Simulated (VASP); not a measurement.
Set up this calculation in VASP 6.6.1, as the native input.

| Item | Value |
| --- | --- |
| Task | single point |
| Functional | PBE |
| Potentials or basis | VASP PAW PBE potentials, release 64 (In_d, Sb) |
| Cutoff | 520 eV |
| k mesh | 6 × 6 × 1 |
| Occupations | gaussian, width 0.1 eV |
| Spin | no spin polarisation |
| Dipole correction | no |
| Further INCAR settings | ALGO = Normal; EDIFF = 1e-06; NBANDS = 28 |

The structure of InSb5 lies in POSCAR:

```
InSb5
1.0
    3.3845200536      0.0000000000      0.0000000000
    0.0000000000      3.3845200536      0.0000000000
    0.0000000000      0.0000000000     14.1813498839
In Sb
1 5
Direct
    0.5000000000      0.5000000000      0.0000000000
    0.5000000000      0.5000000000      0.3346045335
    0.5000000000      0.5000000000      0.6653954665
    0.0000000000      0.0000000000      0.1717531533
    0.0000000000      0.0000000000      0.8282468467
    0.0000000000      0.0000000000      0.5000000000
```

The cell was built from a structure type or drawn by symmetry, and may not be a known phase.

These files were run (other wordings do the same):

INCAR

```
SYSTEM = InSb5
PREC = Accurate
ENCUT = 520
EDIFF = 1E-6
ISMEAR = 0
SIGMA = 0.1
LREAL = .False.
LASPH = .True.
NELM = 60
ALGO = Normal
ISIF = 2
LWAVE = .False.
LCHARG = .False.
GGA = PE
NBANDS = 28
```

KPOINTS

```
Automatic mesh
0
Gamma
  6 6 1
  0 0 0
```

Potentials or basis: VASP PAW PBE potentials, release 64 (In_d, Sb).

Command:

```console
$ cat potpaw_PBE.64/In_d/POTCAR potpaw_PBE.64/Sb/POTCAR > POTCAR
$ mpirun -np 1 vasp_std > vasp.out
```

Results of the run:

```json
{
 "Pressure": "-0.1 GPa",
 "Largest force": "0.015 eV/Å",
 "Band gap on the k mesh": "zero (bands 19 and 20 overlap by 3.54 eV)"
}
```

Caveat: the k points lie up to 0.44 Å⁻¹ apart, too coarse for converged energies and pressures of a metal; spin-orbit coupling is left out, which moves the levels of the heavy elements.

It took 77 s on 1 thread of Intel(R) Xeon(R) Platinum 8259CL CPU @ 2.50GHz (Skylake/Cascade Lake), with other jobs on the host, peak memory 0.28 GiB.
